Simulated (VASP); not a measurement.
# Li26AgF27 (a cell with a defect) (Griceite) in VASP: single point with PBE

Aim: the single point of Li26AgF27 (a cell with a defect) (Griceite) with PBE.

Program: VASP 6.6.1. These are calculated values, not measurements. Logs are shortened: lines on timing, memory, paths and dates and some standing lists are left out, and cuts for length are marked.

## (1) The cell of the first run

The cell holds a defect, 54 atoms: a = 8.545 Å, b = 8.545 Å, c = 8.545 Å, α = 60.00°, β = 60.00°, γ = 60.00°.

## (2) Single point, PBE

INCAR

```
SYSTEM = Li26AgF27
ALGO     = Normal         ! electronic algorithm
EDIFF    = 1E-7           ! SCF threshold, eV
ENCUT    = 520            ! plane-wave cutoff, eV
GGA      = PE             ! functional
ISIF     = 2              ! what is computed and relaxed
ISMEAR   = -1             ! smearing method
LASPH    = .True.         ! aspherical terms in the spheres
LCHARG   = .False.        ! write CHGCAR
LREAL    = Auto         
LWAVE    = .False.        ! write WAVECAR
NBANDS   = 172            ! bands
NELM     = 80             ! most SCF steps
PREC     = Accurate       ! precision mode
SIGMA    = 0.01           ! smearing width, eV
```

KPOINTS

```
k-points
0
Gamma
  3 3 3
  0 0 0
```

POSCAR

```
Li26AgF27
1.0
    0.0000000000      6.0420000000      6.0420000000
    6.0420000000      0.0000000000      6.0420000000
    6.0420000000      6.0420000000      0.0000000000
Ag Li F
1 26 27
Direct
    0.0000000000      0.0000000000      0.0000000000
    0.0000000000      0.0000000000      0.3392377951
    0.0000000000      0.0000000000      0.6607622049
    0.0000000000      0.3392377951      0.0000000000
   -0.0015219459      0.3338406486      0.3338406486
    0.0000000000      0.3392377951      0.6607622049
    0.0000000000      0.6607622049      0.0000000000
    0.0000000000      0.6607622049      0.3392377951
    0.0015219459      0.6661593514      0.6661593514
    0.3392377951      0.0000000000      0.0000000000
    0.3338406486     -0.0015219459      0.3338406486
    0.3392377951      0.0000000000      0.6607622049
    0.3338406486      0.3338406486     -0.0015219459
    0.3338406486      0.3338406486      0.3338406486
    0.3375552588      0.3375552588      0.6624447412
    0.3392377951      0.6607622049      0.0000000000
    0.3375552588      0.6624447412      0.3375552588
    0.3375552588      0.6624447412      0.6624447412
    0.6607622049      0.0000000000      0.0000000000
    0.6607622049      0.0000000000      0.3392377951
    0.6661593514      0.0015219459      0.6661593514
    0.6607622049      0.3392377951      0.0000000000
    0.6624447412      0.3375552588      0.3375552588
    0.6624447412      0.3375552588      0.6624447412
    0.6661593514      0.6661593514      0.0015219459
    0.6624447412      0.6624447412      0.3375552588
    0.6661593514      0.6661593514      0.6661593514
    0.1663694291      0.1663694291      0.1663694291
    0.1663694291      0.1663694291      0.5008917126
    0.1871441191      0.1871441191      0.8128558809
    0.1663694291      0.5008917126      0.1663694291
    0.1665839671      0.5000000000      0.5000000000
    0.1665839671      0.5000000000      0.8334160329
    0.1871441191      0.8128558809      0.1871441191
    0.1665839671      0.8334160329      0.5000000000
    0.1871441191      0.8128558809      0.8128558809
    0.5008917126      0.1663694291      0.1663694291
    0.5000000000      0.1665839671      0.5000000000
    0.5000000000      0.1665839671      0.8334160329
    0.5000000000      0.5000000000      0.1665839671
    0.5000000000      0.5000000000      0.5000000000
    0.5000000000      0.5000000000      0.8334160329
    0.5000000000      0.8334160329      0.1665839671
    0.5000000000      0.8334160329      0.5000000000
    0.4991082874      0.8336305709      0.8336305709
    0.8128558809      0.1871441191      0.1871441191
    0.8334160329      0.1665839671      0.5000000000
    0.8128558809      0.1871441191      0.8128558809
    0.8334160329      0.5000000000      0.1665839671
    0.8334160329      0.5000000000      0.5000000000
    0.8336305709      0.4991082874      0.8336305709
    0.8128558809      0.8128558809      0.1871441191
    0.8336305709      0.8336305709      0.4991082874
    0.8336305709      0.8336305709      0.8336305709
```

Potentials or basis: VASP PAW PBE potentials, release 64 (Ag, Li_sv, F).

Started as:

```console
$ cat potpaw_PBE.64/Ag/POTCAR potpaw_PBE.64/Li_sv/POTCAR potpaw_PBE.64/F/POTCAR > POTCAR
$ mpirun -np 1 vasp_std > vasp.out
```

OUTCAR:

```text
SYSTEM = Li26AgF27
   EDIFF = 1E-7
   ENCUT = 520
   GGA = PE
   ISIF = 2
   ISMEAR = -1
   LASPH = .True.
   LREAL = Auto
   NELM = 80
   PREC = Accurate

 ion  position               nearest neighbor table
   1  0.000  0.000  0.000-  30 2.26  34 2.26  36 2.26  46 2.26  48 2.26  52 2.26  10 2.90  12 2.90
                            16 2.90  19 2.90  20 2.90  22 2.90   2 2.90   3 2.90   4 2.90   6 2.90
   2  0.000  0.000  0.339-  35 1.98  47 1.98  53 2.01  28 2.01  34 2.06  46 2.06   1 2.90
   3  0.000  0.000  0.661-  35 1.98  47 1.98  29 2.01  54 2.01  48 2.06  36 2.06   1 2.90
   4  0.000  0.339  0.000-  33 1.98  49 1.98  51 2.01  28 2.01  30 2.06  46 2.06   1 2.90
   5  0.998  0.334  0.334-  47 2.01  49 2.01  50 2.01  28 2.02  29 2.02  31 2.02
   6  0.000  0.339  0.661-  32 1.98  50 1.98  29 2.01  51 2.01  30 2.06  48 2.06   1 2.90
   7  0.000  0.661  0.000-  33 1.98  49 1.98  31 2.01  54 2.01  52 2.06  36 2.06   1 2.90
   8  0.000  0.661  0.339-  32 1.98  50 1.98  31 2.01  53 2.01  52 2.06  34 2.06   1 2.90
   9  0.002  0.666  0.666-  33 2.01  35 2.01  32 2.01  51 2.02  53 2.02  54 2.02
  10  0.339  0.000  0.000-  39 1.98  43 1.98  45 2.01  28 2.01  34 2.06  30 2.06   1 2.90
  11  0.334  0.998  0.334-  35 2.01  43 2.01  44 2.01  37 2.02  29 2.02  28 2.02
  12  0.339  0.000  0.661-  38 1.98  44 1.98  29 2.01  45 2.01  36 2.06  30 2.06   1 2.90
  13  0.334  0.334  0.998-  33 2.01  39 2.01  42 2.01  37 2.02  31 2.02  28 2.02
  14  0.334  0.334  0.334-  32 2.01  38 2.01  40 2.01  37 2.02  31 2.02  29 2.02
  15  0.338  0.338  0.662-  30 1.82  41 1.96  33 2.02  38 2.02  39 2.02  32 2.02
  16  0.339  0.661  0.000-  40 1.98  42 1.98  31 2.01  45 2.01  36 2.06  34 2.06   1 2.90
  17  0.338  0.662  0.338-  34 1.82  41 1.96  35 2.02  40 2.02  32 2.02  43 2.02
  18  0.338  0.662  0.662-  36 1.82  41 1.96  33 2.02  35 2.02  42 2.02  44 2.02
[... 34 lines left out ...]
  53  0.834  0.834  0.499-   2 2.01   8 2.01  20 2.01   9 2.02  21 2.02  27 2.02
  54  0.834  0.834  0.834-   3 2.01   7 2.01  19 2.01   9 2.02  21 2.02  25 2.02

  LATTYP: Found a face centered cubic cell.
 ALAT       =    12.0840000000

  Lattice vectors:

 A1 = (   0.0000000000,   6.0420000000,   6.0420000000)
 A2 = (   6.0420000000,   0.0000000000,   6.0420000000)
 A3 = (   6.0420000000,   6.0420000000,   0.0000000000)

Analysis of symmetry for initial positions (statically):
=====================================================================
 Subroutine PRICEL returns:
 Original cell was already a primitive cell.

 Routine SETGRP: Setting up the symmetry group for a
 face centered cubic supercell.

 Subroutine GETGRP returns: Found 48 space group operations
 (whereof 48 operations were pure point group operations)
 out of a pool of 48 trial point group operations.

The static configuration has the point symmetry O_h .

Analysis of symmetry for dynamics (positions and initial velocities):
=====================================================================
 Subroutine PRICEL returns:
 Original cell was already a primitive cell.

 Routine SETGRP: Setting up the symmetry group for a
 face centered cubic supercell.

 Subroutine GETGRP returns: Found 48 space group operations
 (whereof 48 operations were pure point group operations)
 out of a pool of 48 trial point group operations.

The dynamic configuration has the point symmetry O_h .

 Subroutine INISYM returns: Found 48 space group operations
 (whereof 48 operations are pure point group operations),
 and found     1 'primitive' translations

----------------------------------------------------------------------------------------

                                     Primitive cell

  volume of cell :     441.1357

  direct lattice vectors                    reciprocal lattice vectors
     0.000000000  6.042000000  6.042000000    -0.082754055  0.082754055  0.082754055
     6.042000000  0.000000000  6.042000000     0.082754055 -0.082754055  0.082754055
     6.042000000  6.042000000  0.000000000     0.082754055  0.082754055 -0.082754055

  length of vectors
     8.544678344  8.544678344  8.544678344     0.143334228  0.143334228  0.143334228

  position of ions in fractional coordinates (direct lattice)
     0.000000000  0.000000000  0.000000000
     0.000000000  0.000000000  0.339237795
[... 119 lines left out ...]

  Cartesian coordinates                     Fractional coordinates (reciprocal lattice)
    -0.027584685  0.027584685  0.027584685     0.333333333  0.000000000  0.000000000
     0.027584685 -0.027584685  0.027584685     0.000000000  0.333333333  0.000000000
     0.027584685  0.027584685 -0.027584685     0.000000000  0.000000000  0.333333333

  Length of vectors
     0.047778076  0.047778076  0.047778076

  Shift w.r.t. Gamma in fractional coordinates (k-lattice)
     0.000000000  0.000000000  0.000000000

 Subroutine IBZKPT returns following result:
 ===========================================

 Found      4 irreducible k-points:

 Following reciprocal coordinates:
            Coordinates               Weight
  0.000000  0.000000  0.000000      1.000000
  0.333333  0.000000  0.000000      8.000000
  0.333333  0.333333  0.000000      6.000000
 -0.333333  0.333333  0.000000     12.000000
   k-points           NKPTS =      4   k-points in BZ     NKDIM =      4   number of bands    NBANDS=    172
   number of dos      NEDOS =    301   number of ions     NIONS =     54
   total plane-waves  NPLWV = 262144
   dimension x,y,z NGX =    64 NGY =   64 NGZ =   64
   dimension x,y,z NGXF=   128 NGYF=  128 NGZF=  128
   ions per type =               1  26  27
   NGX,Y,Z   is equivalent  to a cutoff of  12.45, 12.45, 12.45 a.u.
   NGXF,Y,Z  is equivalent  to a cutoff of  24.90, 24.90, 24.90 a.u.
 SYSTEM =  Li26AgF27
   PREC   = accura    normal or accurate (medium, high low for compatibility)
   ISTART =      0    job   : 0-new  1-cont  2-samecut
   ICHARG =      2    charge: 1-file 2-atom 10-const
   ISPIN  =      1    spin polarized calculation?
   LNONCOLLINEAR =      F non collinear calculations
   LSORBIT =      F    spin-orbit coupling
   LASPH  =      T    aspherical Exc in radial PAW
   ENCUT  =  520.0 eV  38.22 Ry    6.18 a.u.  15.89 15.89 15.89*2*pi/ulx,y,z
   NELM   =     80;   NELMIN=  2; NELMDL= -5     # of ELM steps
   EDIFF  = 0.1E-06   stopping-criterion for ELM
   LREAL  =      T    real-space projection
   EDIFFG = 0.1E-05   stopping-criterion for IOM
   NSW    =      0    number of steps for IOM
   IBRION =     -1    ionic relax: 0-MD 1-quasi-New 2-CG
   NFREE  =      0    steps in history (QN), initial steepest desc. (CG)
   ISIF   =      2    stress and relaxation
   ISYM   =      2    0-nonsym 1-usesym 2-fastsym
   POTIM  = 0.5000    time-step for ionic-motion
   TEBEG  =    0.0;   TEEND  =   0.0 temperature during run
   PSTRESS=    0.0 pullay stress
   NELECT =     278.0000    total number of electrons
   NUPDOWN=      -1.0000    fix difference up-down
   EMIN   =  10.00;   EMAX   =-10.00  energy-range for DOS
   EFERMI =   0.00;   METHOD = LEGACY
   ISMEAR =    -1;   SIGMA  =   0.01  broadening in eV -4-tet -1-fermi 0-gaus
   EFERMI_NEDOS =   21; number of points for ismear=-14 and -15
   IALGO  =     38    algorithm
   IMIX   =      4    mixing-type and parameters
     AMIX     =   0.40;   BMIX     =  1.00
     AMIX_MAG =   1.60;   BMIX_MAG =  1.00
  volume/ion in A,a.u.               =       8.17        55.13
  Fermi-wavevector in a.u.,A,eV,Ry     =   1.403565  2.652352 26.803386  1.969993
  Thomas-Fermi vector in A             =   2.526214
   LORBIT       =      0    0 simple, 1 ext, 2 COOP (PROOUT), +10 PAW based schemes
   GGA     = PE    functional components
   LHFCALC =     F    Hartree Fock is set to
   AEXX    =    0.0000 exact exchange contribution
   IVDW    =     0    specifies the selected vdW correction
   LEPSILON=     F    determine dielectric tensor
   LRPA    =     F    only Hartree local field effects (RPA)
 non-spin polarized calculation
  energy-cutoff  :      520.00
  volume of cell :      441.14
 maximum number of plane-waves:     11935
   NGX = 31   NGY = 31   NGZ = 31

 number of electron     278.0000098 magnetization

 Free energy of the ion-electron system (eV)
  ---------------------------------------------------
  ext. energy  EPLUGINS =         0.00000000
  ---------------------------------------------------
  free energy    TOTEN  =      -255.03908992 eV

  energy without entropy =     -255.03908992  energy(sigma->0) =     -255.03908992

 E-fermi :   2.6065     XC(G=0): -10.1690

 val. band max:        2.2522832444   @ k =   0.3333   0.3333   0.0000
 cond. band min:       6.6914580063   @ k =   0.0000   0.0000   0.0000
 fundamental gap:      4.4391747620
 Fermi energy:         2.6064865528

 k-point     1 :       0.0000    0.0000    0.0000
  band No.  band energies     occupation
      1     -41.6457      2.00000
      2     -41.6179      2.00000
      3     -41.6179      2.00000
      4     -41.6179      2.00000
      5     -41.6075      2.00000
      6     -41.6075      2.00000
[... 605 lines left out ...]
    150      10.9769      0.00000
    151      11.2529      0.00000
 [bands above 151 left out]

------------------------ aborting loop because EDIFF is reached ----------------------------------------

  FORCE on cell =-STRESS in cart. coord.  units (eV):
  Direction    XX          YY          ZZ          XY          YZ          ZX
  --------------------------------------------------------------------------------------
  -------------------------------------------------------------------------------------
  Total       15.1980870     15.1980870     15.1980870      0.0000000      0.0000000      0.0000000
  in kB       55.1985094     55.1985094     55.1985094      0.0000000      0.0000000      0.0000000
  external PRESSURE =      55.1985094 kB  Pullay stress =       0.0000000 kB

 VOLUME and BASIS-vectors are now :
 -----------------------------------------------------------------------------
  energy-cutoff  :      520.00
  volume of cell :      441.14
      direct lattice vectors                 reciprocal lattice vectors
     0.000000000  6.042000000  6.042000000    -0.082754055  0.082754055  0.082754055
     6.042000000  0.000000000  6.042000000     0.082754055 -0.082754055  0.082754055
     6.042000000  6.042000000  0.000000000     0.082754055  0.082754055 -0.082754055

 POSITION                                       TOTAL-FORCE (eV/Angst)
 -----------------------------------------------------------------------------------
      0.00000      0.00000      0.00000         0.000000     -0.000000      0.000000
      2.04967      2.04967      0.00000        -0.000395     -0.000395      0.000000
      3.99233      3.99233      0.00000         0.000395      0.000395      0.000000
      2.04967      0.00000      2.04967        -0.000395     -0.000000     -0.000395
      4.03413      8.04987      8.04987         0.002603     -0.002603     -0.002603
      6.04200      3.99233      2.04967         0.000000      0.000395     -0.000395
[... 46 lines left out ...]
      8.05241      8.05241     10.07359         0.001459      0.001459     -0.001459
     10.07359     10.07359     10.07359        -0.001459     -0.001459     -0.001459
 -----------------------------------------------------------------------------------
    total drift:                               -0.000000     -0.000000     -0.000000

  FREE ENERGIE OF THE ION-ELECTRON SYSTEM (eV)
  ---------------------------------------------------
  free  energy   TOTEN  =      -255.0390899205 eV

  energy  without entropy=     -255.0390899205  energy(sigma->0) =     -255.03908992
```

Wall time 23 min (1 thread of Oxide Virtual Turin-like, shared host); peak memory 0.64 GiB.

Results:

```
Free energy            : -255.0391 eV
Largest force          : 0.032 eV/Å
Band gap on the k mesh : 4.44 eV
```

Forces in eV/Å, atoms in the order of the input:
```
Ag   0.000  0.000  0.000
Li   0.000  0.000  0.000
Li   0.000  0.000  0.000
Li   0.000  0.000  0.000
Li   0.003 -0.003 -0.003
Li   0.000  0.000  0.000
Li   0.000  0.000  0.000
Li   0.000  0.000  0.000
Li  -0.003  0.003  0.003
Li   0.000  0.000  0.000
Li  -0.003  0.003 -0.003
Li   0.000  0.000  0.000
Li  -0.003 -0.003  0.003
Li   0.003  0.003  0.003
Li   0.000  0.000  0.027
Li   0.000  0.000  0.000
Li   0.000  0.027  0.000
Li  -0.027  0.000  0.000
Li   0.000  0.000  0.000
Li   0.000  0.000  0.000
Li   0.003 -0.003  0.003
Li   0.000  0.000  0.000
Li   0.027  0.000  0.000
Li   0.000 -0.027  0.000
Li   0.003  0.003 -0.003
Li   0.000  0.000 -0.027
Li  -0.003 -0.003 -0.003
F    0.001  0.001  0.001
F   -0.001 -0.001  0.001
F    0.000  0.000 -0.032
F   -0.001  0.001 -0.001
F    0.000 -0.003 -0.003
F    0.003  0.000 -0.003
F    0.000 -0.032  0.000
F    0.003 -0.003  0.000
F    0.032  0.000  0.000
F    0.001 -0.001 -0.001
F   -0.003  0.000 -0.003
F    0.000  0.003 -0.003
F   -0.003 -0.003  0.000
F    0.000  0.000  0.000
F    0.003  0.003  0.000
F    0.000 -0.003  0.003
F    0.003  0.000  0.003
F   -0.001  0.001  0.001
F   -0.032  0.000  0.000
F   -0.003  0.003  0.000
F    0.000  0.032  0.000
F   -0.003  0.000  0.003
F    0.000  0.003  0.003
F    0.001 -0.001  0.001
F    0.000  0.000  0.032
F    0.001  0.001 -0.001
F   -0.001 -0.001 -0.001
```

Caveat: the cutoff is under 1.25 times the usual one of these potentials, so pressure, stress and relaxed cells hold a basis-set (Pulay) error.
